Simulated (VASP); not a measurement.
# BiTe (Fm-3m) in VASP: further runs

Aim: see how the results for BiTe move with the level of theory and the settings. Levels: PBEsol, PBE, revPBE+D4. Tasks: single point.

Program: VASP 6.6.1. These are calculated values, not measurements. Logs are shortened: lines on timing, memory, paths and dates and some standing lists are left out, and cuts for length are marked.

**1. The cell of the first run**

Symmetry: Fm-3m, No. 225, cubic system. The conventional cell has a = 6.470 Å, b = 6.470 Å, c = 6.470 Å, α = 90.00°, β = 90.00°, γ = 90.00°. Within 4.3 Å of Bi (site symmetry m-3m) lie 6 Te at 3.23 Å. Within 4.3 Å of Te (site symmetry m-3m) lie 6 Bi at 3.23 Å.

**2. Single point, PBEsol**

The input, INCAR:

```
SYSTEM = BiTe
PREC = Accurate
ENCUT = 520
EDIFF = 1E-6
ISMEAR = -1
SIGMA = 0.05
LREAL = .False.
LASPH = .True.
NELM = 80
ALGO = Normal
ISIF = 2
LWAVE = .False.
LCHARG = .True.
GGA = PS
LELF = .True.
LVHAR = .True.
NBANDS = 18
```

The input, KPOINTS:

```
Automatic mesh
0
Gamma
  6 6 6
  0 0 0
```

The input, POSCAR:

```
BiTe
1.0
    0.0000000000      3.2350000000      3.2350000000
    3.2350000000      0.0000000000      3.2350000000
    3.2350000000      3.2350000000      0.0000000000
Bi Te
1 1
Direct
    0.0000000000      0.0000000000      0.0000000000
    0.5000000000      0.5000000000      0.5000000000
```

Potentials or basis: VASP PAW PBE potentials, release 64 (Bi_d, Te).

On the command line:

```
$ cat potpaw_PBE.64/Bi_d/POTCAR potpaw_PBE.64/Te/POTCAR > POTCAR
$ mpirun -np 1 vasp_std > vasp.out
```

OUTCAR:

```text
SYSTEM = BiTe
   PREC = Accurate
   ENCUT = 520
   EDIFF = 1E-6
   ISMEAR = -1
   LREAL = .False.
   LASPH = .True.
   NELM = 80
   ISIF = 2
   GGA = PS

 ion  position               nearest neighbor table
   1  0.000  0.000  0.000-   2 3.23   2 3.23   2 3.23   2 3.23   2 3.23   2 3.23
   2  0.500  0.500  0.500-   1 3.23   1 3.23   1 3.23   1 3.23   1 3.23   1 3.23

  LATTYP: Found a face centered cubic cell.
 ALAT       =     6.4700000000

  Lattice vectors:

 A1 = (   0.0000000000,   3.2350000000,   3.2350000000)
 A2 = (   3.2350000000,   0.0000000000,   3.2350000000)
 A3 = (   3.2350000000,   3.2350000000,   0.0000000000)

Analysis of symmetry for initial positions (statically):
=====================================================================
 Subroutine PRICEL returns:
 Original cell was already a primitive cell.

 Routine SETGRP: Setting up the symmetry group for a
 face centered cubic supercell.

 Subroutine GETGRP returns: Found 48 space group operations
 (whereof 48 operations were pure point group operations)
 out of a pool of 48 trial point group operations.

The static configuration has the point symmetry O_h .

Analysis of symmetry for dynamics (positions and initial velocities):
=====================================================================
 Subroutine PRICEL returns:
 Original cell was already a primitive cell.

 Routine SETGRP: Setting up the symmetry group for a
 face centered cubic supercell.

 Subroutine GETGRP returns: Found 48 space group operations
 (whereof 48 operations were pure point group operations)
 out of a pool of 48 trial point group operations.

The dynamic configuration has the point symmetry O_h .

 Subroutine INISYM returns: Found 48 space group operations
 (whereof 48 operations are pure point group operations),
 and found     1 'primitive' translations

----------------------------------------------------------------------------------------

                                     Primitive cell

  volume of cell :      67.7100

  direct lattice vectors                    reciprocal lattice vectors
     0.000000000  3.235000000  3.235000000    -0.154559505  0.154559505  0.154559505
     3.235000000  0.000000000  3.235000000     0.154559505 -0.154559505  0.154559505
     3.235000000  3.235000000  0.000000000     0.154559505  0.154559505 -0.154559505

  length of vectors
     4.574980874  4.574980874  4.574980874     0.267704916  0.267704916  0.267704916

  position of ions in fractional coordinates (direct lattice)
     0.000000000  0.000000000  0.000000000
     0.500000000  0.500000000  0.500000000

  ion indices of the primitive-cell ions
   primitive index   ion index
                 1           1
                 2           2

----------------------------------------------------------------------------------------

 KPOINTS: Automatic mesh

Automatic generation of k-mesh.
 Grid dimensions read from file:
 generate k-points for:    6    6    6

 Generating k-lattice:

  Cartesian coordinates                     Fractional coordinates (reciprocal lattice)
    -0.025759918  0.025759918  0.025759918     0.166666667  0.000000000  0.000000000
     0.025759918 -0.025759918  0.025759918     0.000000000  0.166666667  0.000000000
     0.025759918  0.025759918 -0.025759918     0.000000000  0.000000000  0.166666667

  Length of vectors
     0.044617486  0.044617486  0.044617486

  Shift w.r.t. Gamma in fractional coordinates (k-lattice)
     0.000000000  0.000000000  0.000000000

 Subroutine IBZKPT returns following result:
 ===========================================

 Found     16 irreducible k-points:

 Following reciprocal coordinates:
            Coordinates               Weight
  0.000000  0.000000  0.000000      1.000000
  0.166667  0.000000  0.000000      8.000000
  0.333333  0.000000  0.000000      8.000000
  0.500000  0.000000  0.000000      4.000000
  0.166667  0.166667  0.000000      6.000000
  0.333333  0.166667  0.000000     24.000000
[... 8 lines left out ...]
 -0.333333  0.333333  0.166667     24.000000
 -0.333333  0.500000  0.166667     12.000000
   k-points           NKPTS =     16   k-points in BZ     NKDIM =     16   number of bands    NBANDS=     18
   number of dos      NEDOS =    301   number of ions     NIONS =      2
   total plane-waves  NPLWV =  46656
   dimension x,y,z NGX =    36 NGY =   36 NGZ =   36
   dimension x,y,z NGXF=    72 NGYF=   72 NGZF=   72
   ions per type =               1   1
   NGX,Y,Z   is equivalent  to a cutoff of  13.08, 13.08, 13.08 a.u.
   NGXF,Y,Z  is equivalent  to a cutoff of  26.16, 26.16, 26.16 a.u.
 SYSTEM =  BiTe
   PREC   = accura    normal or accurate (medium, high low for compatibility)
   ISTART =      0    job   : 0-new  1-cont  2-samecut
   ICHARG =      2    charge: 1-file 2-atom 10-const
   ISPIN  =      1    spin polarized calculation?
   LNONCOLLINEAR =      F non collinear calculations
   LSORBIT =      F    spin-orbit coupling
   LASPH  =      T    aspherical Exc in radial PAW
   ENCUT  =  520.0 eV  38.22 Ry    6.18 a.u.   8.51  8.51  8.51*2*pi/ulx,y,z
   NELM   =     80;   NELMIN=  2; NELMDL= -5     # of ELM steps
   EDIFF  = 0.1E-05   stopping-criterion for ELM
   LREAL  =      F    real-space projection
   EDIFFG = 0.1E-04   stopping-criterion for IOM
   NSW    =      0    number of steps for IOM
   IBRION =     -1    ionic relax: 0-MD 1-quasi-New 2-CG
   NFREE  =      0    steps in history (QN), initial steepest desc. (CG)
   ISIF   =      2    stress and relaxation
   ISYM   =      2    0-nonsym 1-usesym 2-fastsym
   POTIM  = 0.5000    time-step for ionic-motion
   TEBEG  =    0.0;   TEEND  =   0.0 temperature during run
   PSTRESS=    0.0 pullay stress
   NELECT =      21.0000    total number of electrons
   NUPDOWN=      -1.0000    fix difference up-down
   EMIN   =  10.00;   EMAX   =-10.00  energy-range for DOS
   EFERMI =   0.00;   METHOD = LEGACY
   ISMEAR =    -1;   SIGMA  =   0.05  broadening in eV -4-tet -1-fermi 0-gaus
   EFERMI_NEDOS =   21; number of points for ismear=-14 and -15
   IALGO  =     38    algorithm
   IMIX   =      4    mixing-type and parameters
     AMIX     =   0.40;   BMIX     =  1.00
     AMIX_MAG =   1.60;   BMIX_MAG =  1.00
  volume/ion in A,a.u.               =      33.86       228.46
  Fermi-wavevector in a.u.,A,eV,Ry     =   1.108146  2.094092 16.707785  1.227988
  Thomas-Fermi vector in A             =   2.244669
   LORBIT       =      0    0 simple, 1 ext, 2 COOP (PROOUT), +10 PAW based schemes
   GGA     = PS    functional components
   LHFCALC =     F    Hartree Fock is set to
   AEXX    =    0.0000 exact exchange contribution
   IVDW    =     0    specifies the selected vdW correction
   LEPSILON=     F    determine dielectric tensor
   LRPA    =     F    only Hartree local field effects (RPA)
 non-spin polarized calculation
  energy-cutoff  :      520.00
  volume of cell :       67.71
 maximum number of plane-waves:      1853
 NGX is ok and might be reduce to    36
   NGX = 17   NGY = 17   NGZ = 17

 number of electron      21.0000001 magnetization

 Free energy of the ion-electron system (eV)
  ---------------------------------------------------
  ext. energy  EPLUGINS =         0.00000000
  ---------------------------------------------------
  free energy    TOTEN  =        -7.97376735 eV

  energy without entropy =       -7.95560491  energy(sigma->0) =       -7.96468613

 E-fermi :   6.3773     XC(G=0):  -9.5936

 val. band max:        6.3673214974   @ k =  -0.1667   0.1667   0.0000
 cond. band min:       6.5228057721   @ k =   0.3333   0.0000   0.0000
 fundamental gap:      0.1554842747
 Fermi energy:         6.3773308810

 k-point     1 :       0.0000    0.0000    0.0000
  band No.  band energies     occupation
      1     -16.5696      2.00000
      2     -16.5696      2.00000
      3     -16.5649      2.00000
      4     -16.5649      2.00000
      5     -16.5649      2.00000
      6      -7.0437      2.00000
[... 10 lines left out ...]
     17      12.4795      0.00000
     18      12.9232      0.00000

 k-point     2 :       0.1667    0.0000    0.0000
  band No.  band energies     occupation
      1     -16.5705      2.00000
      2     -16.5705      2.00000
      3     -16.5644      2.00000
      4     -16.5633      2.00000
      5     -16.5633      2.00000
      6      -6.7961      2.00000
[... 10 lines left out ...]
     17      13.9599      0.00000
     18      14.4331      0.00000

 k-point     3 :       0.3333    0.0000    0.0000
  band No.  band energies     occupation
      1     -16.5729      2.00000
      2     -16.5729      2.00000
      3     -16.5635      2.00000
      4     -16.5598      2.00000
      5     -16.5598      2.00000
      6      -6.0737      2.00000
[... 10 lines left out ...]
     17      15.8646      0.00000
     18      16.9840      0.00000

 k-point     4 :       0.5000    0.0000    0.0000
  band No.  band energies     occupation
      1     -16.5741      2.00000
      2     -16.5741      2.00000
      3     -16.5630      2.00000
      4     -16.5579      2.00000
      5     -16.5579      2.00000
      6      -5.0836      2.00000
[... 10 lines left out ...]
     17      14.6890      0.00000
     18      15.6678      0.00000

 k-point     5 :       0.1667    0.1667    0.0000
  band No.  band energies     occupation
      1     -16.5728      2.00000
      2     -16.5685      2.00000
      3     -16.5658      2.00000
      4     -16.5623      2.00000
      5     -16.5623      2.00000
      6      -6.7191      2.00000
[... 10 lines left out ...]
     17      13.0236      0.00000
     18      13.4369      0.00000

 k-point     6 :       0.3333    0.1667    0.0000
  band No.  band energies     occupation
      1     -16.5756      2.00000
      2     -16.5692      2.00000
      3     -16.5653      2.00000
      4     -16.5600      2.00000
      5     -16.5590      2.00000
      6      -6.1765      2.00000
[... 10 lines left out ...]
     17      14.6185      0.00000
     18      14.9894      0.00000

 k-point     7 :       0.5000    0.1667    0.0000
  band No.  band energies     occupation
      1     -16.5762      2.00000
      2     -16.5716      2.00000
      3     -16.5628      2.00000
      4     -16.5589      2.00000
      5     -16.5572      2.00000
      6      -5.2526      2.00000
[... 10 lines left out ...]
     17      15.2169      0.00000
     18      16.0434      0.00000

 k-point     8 :      -0.3333    0.1667    0.0000
  band No.  band energies     occupation
      1     -16.5742      2.00000
      2     -16.5730      2.00000
      3     -16.5622      2.00000
      4     -16.5590      2.00000
      5     -16.5590      2.00000
      6      -5.5639      2.00000
[... 10 lines left out ...]
     17      15.4149      0.00000
     18      15.8925      0.00000

 k-point     9 :      -0.1667    0.1667    0.0000
  band No.  band energies     occupation
      1     -16.5724      2.00000
      2     -16.5713      2.00000
      3     -16.5638      2.00000
      4     -16.5621      2.00000
      5     -16.5604      2.00000
      6      -6.3957      2.00000
[... 10 lines left out ...]
     17      13.5774      0.00000
     18      16.1724      0.00000

 k-point    10 :       0.3333    0.3333    0.0000
  band No.  band energies     occupation
      1     -16.5800      2.00000
      2     -16.5676      2.00000
      3     -16.5661      2.00000
      4     -16.5570      2.00000
      5     -16.5570      2.00000
      6      -5.8804      2.00000
[... 10 lines left out ...]
     17      15.1600      0.00000
     18      15.1600      0.00000

 k-point    11 :       0.5000    0.3333    0.0000
  band No.  band energies     occupation
      1     -16.5812      2.00000
      2     -16.5670      2.00000
      3     -16.5665      2.00000
      4     -16.5561      2.00000
      5     -16.5554      2.00000
      6      -5.3016      2.00000
[... 10 lines left out ...]
     17      16.0858      0.00000
     18      16.2872      0.00000

 k-point    12 :      -0.3333    0.3333    0.0000
  band No.  band energies     occupation
      1     -16.5781      2.00000
      2     -16.5700      2.00000
      3     -16.5625      2.00000
      4     -16.5585      2.00000
      5     -16.5568      2.00000
      6      -4.8313      2.00000
[... 10 lines left out ...]
     17      15.4598      0.00000
     18      18.3847      0.00000

 k-point    13 :       0.5000    0.5000    0.0000
  band No.  band energies     occupation
      1     -16.5839      2.00000
      2     -16.5684      2.00000
      3     -16.5649      2.00000
      4     -16.5542      2.00000
      5     -16.5542      2.00000
      6      -5.2816      2.00000
[... 10 lines left out ...]
     17      16.0373      0.00000
     18      17.0593      0.00000

 k-point    14 :       0.5000    0.3333    0.1667
  band No.  band energies     occupation
      1     -16.5776      2.00000
      2     -16.5695      2.00000
      3     -16.5645      2.00000
      4     -16.5584      2.00000
      5     -16.5571      2.00000
      6      -5.5616      2.00000
[... 10 lines left out ...]
     17      14.7433      0.00000
     18      16.2260      0.00000

 k-point    15 :      -0.3333    0.3333    0.1667
  band No.  band energies     occupation
      1     -16.5779      2.00000
      2     -16.5703      2.00000
      3     -16.5615      2.00000
      4     -16.5606      2.00000
      5     -16.5556      2.00000
      6      -4.8264      2.00000
[... 10 lines left out ...]
     17      15.7195      0.00000
     18      16.9639      0.00000

 k-point    16 :      -0.3333    0.5000    0.1667
  band No.  band energies     occupation
      1     -16.5807      2.00000
      2     -16.5678      2.00000
      3     -16.5650      2.00000
      4     -16.5579      2.00000
      5     -16.5542      2.00000
      6      -4.9745      2.00000
[... 10 lines left out ...]
     17      16.5976      0.00000
     18      16.8827      0.00000

------------------------ aborting loop because EDIFF is reached ----------------------------------------

  FORCE on cell =-STRESS in cart. coord.  units (eV):
  Direction    XX          YY          ZZ          XY          YZ          ZX
  --------------------------------------------------------------------------------------
  -------------------------------------------------------------------------------------
  Total       -0.6580891     -0.6580891     -0.6580891      0.0000000     -0.0000000      0.0000000
  in kB      -15.5719290    -15.5719290    -15.5719290      0.0000000     -0.0000000      0.0000000
  external PRESSURE =     -15.5719290 kB  Pullay stress =       0.0000000 kB

 VOLUME and BASIS-vectors are now :
 -----------------------------------------------------------------------------
  energy-cutoff  :      520.00
  volume of cell :       67.71
      direct lattice vectors                 reciprocal lattice vectors
     0.000000000  3.235000000  3.235000000    -0.154559505  0.154559505  0.154559505
     3.235000000  0.000000000  3.235000000     0.154559505 -0.154559505  0.154559505
     3.235000000  3.235000000  0.000000000     0.154559505  0.154559505 -0.154559505

 POSITION                                       TOTAL-FORCE (eV/Angst)
 -----------------------------------------------------------------------------------
      0.00000      0.00000      0.00000        -0.000000      0.000000     -0.000000
      3.23500      3.23500      3.23500         0.000000     -0.000000      0.000000
 -----------------------------------------------------------------------------------
    total drift:                               -0.000000      0.000000      0.000000

  FREE ENERGIE OF THE ION-ELECTRON SYSTEM (eV)
  ---------------------------------------------------
  free  energy   TOTEN  =        -7.9737673474 eV

  energy  without entropy=       -7.9556049093  energy(sigma->0) =       -7.96468613
```

It took 29 s on 1 thread of Intel Xeon 8259CL, shared host; peak memory 0.2 GiB.

What came out:

```yaml
Free_energy: -7.9738 eV
Pressure: -1.6 GPa
Band_gap_on_the_k_mesh: zero (an odd number of electrons rules out a gap without spin polarisation)
```

Levels at points of the mesh, in eV from the Fermi level:
| k point | band 6 | band 7 | band 8 | band 9 | band 10 | band 11 | band 12 | band 13 | band 14 | band 15 |
| --- | --- | --- | --- | --- | --- | --- | --- | --- | --- | --- |
| (0.00, 0.00, 0.00) | -13.42 | -8.03 | -2.42 | -2.42 | -2.42 | 2.26 | 2.26 | 2.26 | 4.75 | 4.75 |
| (0.50, 0.00, 0.00) | -11.46 | -11.15 | -1.79 | -1.79 | -1.49 | -0.75 | -0.52 | -0.52 | 7.35 | 7.83 |
| (0.50, 0.50, 0.00) | -11.66 | -9.85 | -5.56 | -3.90 | -3.90 | 2.28 | 3.70 | 3.70 | 5.07 | 8.81 |

Caveat: the PAW data sets were made with another functional, which shifts forces and pressure a little; spin-orbit coupling is left out, which moves the levels of the heavy elements.

[end of part 1 of 2]
